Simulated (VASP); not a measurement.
# ReBi (CsCl type): single point with PBE

The system is ReBi (CsCl type).

```
CELL_PARAMETERS angstrom
3.39575 0.00000 0.00000
0.00000 3.39575 0.00000
0.00000 0.00000 3.39575
ATOMIC_POSITIONS crystal
Re 0.00000 0.00000 0.00000
Bi 0.50000 0.50000 0.50000
```

```json
{"Program": "VASP 6.6.1", "Task": "single point", "Functional": "PBE", "Potentials or basis": "VASP PAW PBE potentials, release 64 (Re, Bi_d)", "Cutoff": "520 eV", "k mesh": "11 × 11 × 11", "Occupations": "fermi-dirac, width 0.05 eV", "Spin": "no spin polarisation", "Dipole correction": "no", "Further INCAR settings": "ALGO = Normal; EDIFF = 1e-07; NBANDS = 18"}
```

```json
{
  "Pressure": "-0.1 GPa",
  "Band gap on the k mesh": "zero (band 11 reaches 10.85 eV, above the bottom of band 12 at 9.43 eV)"
}
```

Levels at points of the mesh, in eV from the Fermi level:
| k point | band 9 | band 10 | band 11 | band 12 | band 13 | band 14 |
| --- | --- | --- | --- | --- | --- | --- |
| (0.00, 0.00, 0.00) | 0.18 | 0.18 | 0.18 | 0.94 | 0.94 | 0.94 |

It took 110 s on 1 thread of AMD EPYC 7R13 (shared host), peak memory 0.16 GiB.

Caveat: spin-orbit coupling is left out, which moves the levels of the heavy elements.
